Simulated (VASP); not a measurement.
Set up this calculation in VASP 6.6.1, as the native input.

| Property | Result |
| --- | --- |
| Task | single point |
| Functional | PBEsol |
| Potentials or basis | VASP PAW PBE potentials, release 64 (Nb_sv, H) |
| Cutoff | 520 eV |
| k mesh | 3 × 3 × 3 |
| Occupations | gaussian, width 0.1 eV |
| Spin | no spin polarisation |
| Dipole correction | no |
| Further INCAR settings | LREAL = Auto; ALGO = Normal; EDIFF = 1e-07; NBANDS = 118 |

The structure of Nb16H (a cell with a defect) lies in POSCAR:

```
Nb16H
1.0
    6.6000000000      0.0000000000      0.0000000000
    0.0000000000      6.6000000000      0.0000000000
    0.0000000000      0.0000000000      6.6000000000
Nb H
16 1
Direct
   -0.0004043939      0.0022498485      0.0003592424
    0.4998871212      0.0022489394      0.0003528788
   -0.0011021212      0.5026596970     -0.0004618182
    0.0089515152     -0.0063592424      0.5010080303
    0.2497443939      0.2496036364      0.2501718182
    0.5005942424      0.5026645455     -0.0004669697
    0.4905257576     -0.0063606061      0.5010056061
    0.7497374242      0.2562686364      0.2427527273
    0.0003342424      0.4996946970      0.4998984848
    0.2497433333      0.7485081818      0.2512306061
    0.2497407576      0.2486353030      0.7505006061
    0.4991483333      0.4997037879      0.4998974242
    0.7497443939      0.7502254545      0.2490883333
    0.7497383333      0.2526231818      0.7510925758
    0.2497401515      0.7475971212      0.7520150000
    0.7497462121      0.7492575758      0.7515577273
    0.7497374242      0.1068675758      0.4887810606
```

The input as run:

INCAR

```
SYSTEM = Nb16H
  PREC = Accurate
  ENCUT = 520
  EDIFF = 1E-7
  ISMEAR = 0
  SIGMA = 0.1
  LREAL = Auto
  LASPH = .True.
  NELM = 100
  ALGO = Normal
  ISIF = 2
  LWAVE = .False.
  LCHARG = .False.
  GGA = PS
  NBANDS = 118
```

KPOINTS

```
regular mesh
0
Gamma
  3 3 3
  0 0 0
```

Potentials or basis: VASP PAW PBE potentials, release 64 (Nb_sv, H).

Command:

```bash
$ cat potpaw_PBE.64/Nb_sv/POTCAR potpaw_PBE.64/H/POTCAR > POTCAR
$ mpirun -np 1 vasp_std > vasp.out
```

Results of the run:

```yaml
Pressure: -3.9 GPa
Largest_force: 0.350 eV/Å
```

Caveat: the PAW data sets were made with another functional, which shifts forces and pressure a little.

Run time: 15 min on 1 thread of Intel(R) Xeon(R) 6975P-C (Granite Rapids) (shared host), peak memory 0.52 GiB.
